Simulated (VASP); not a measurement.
Here is a VASP 6.6.1 calculation.

File INCAR:

```
SYSTEM = HgTe
ALGO = Normal
EDIFF = 1E-6
ENCUT = 520
GGA = PE
ISIF = 2
ISMEAR = 0
LASPH = .TRUE.
LCHARG = .FALSE.
LREAL = .FALSE.
LWAVE = .FALSE.
NBANDS = 16
NELM = 60
PREC = Accurate
SIGMA = 0.1
```

File KPOINTS:

```
k-points
0
G
  6 6 6
  0 0 0
```

POSCAR

```
HgTe
1.0
    0.0000000000      3.2899842045      3.2899842045
    3.2899842045      0.0000000000      3.2899842045
    3.2899842045      3.2899842045      0.0000000000
Hg Te
1 1
Direct
    0.0000000000      0.0000000000      0.0000000000
    0.2500000000      0.2500000000      0.2500000000
```

Potentials or basis: VASP PAW PBE potentials, release 64 (Hg, Te).

Launch:

```console
$ cat potpaw_PBE.64/Hg/POTCAR potpaw_PBE.64/Te/POTCAR > POTCAR
$ mpirun -np 1 vasp_std > vasp.out
```

Question: Estimate the band gap on the k mesh.

Answer: Zero (filled and empty bands touch).

Question: Estimate the pressure.

Answer: 1.3 GPa.

Caveat: semilocal functionals underestimate gaps, so a narrow gap can read as zero; spin-orbit coupling is left out, which moves the levels of the heavy elements.
